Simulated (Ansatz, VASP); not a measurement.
One calculation of Y, two programs

```xyz
4
Lattice="3.6077 0.0000 0.0000 -1.8039 3.1244 0.0000 0.0000 0.0000 11.5767" Properties=species:S:1:pos:R:3 pbc="T T T"
Y     0.0000    0.0000    0.0000
Y     0.0000    0.0000    5.7884
Y     0.0000    2.0829    2.8942
Y     1.8039    1.0415    8.6825
```

Alike in both runs: task single point; functional PBE; k mesh 11 × 11 × 3; occupations fermi-dirac, width 0.1 eV; no spin polarisation.

|  | VASP | Ansatz |
| --- | --- | --- |
| version | VASP 6.6.1 | Ansatz 0.2.0 |
| potentials or method | VASP PAW PBE potentials, release 64 (Y_sv), cutoff 520 eV | plane waves (420 eV) with PAW, scalar-relativistic |
| valence electrons in the cell | 44 | 44 |

|  | VASP | Ansatz | Ansatz less VASP |
| --- | --- | --- | --- |
| pressure (GPa) | -0.1 | 0.0 | +0.12 |
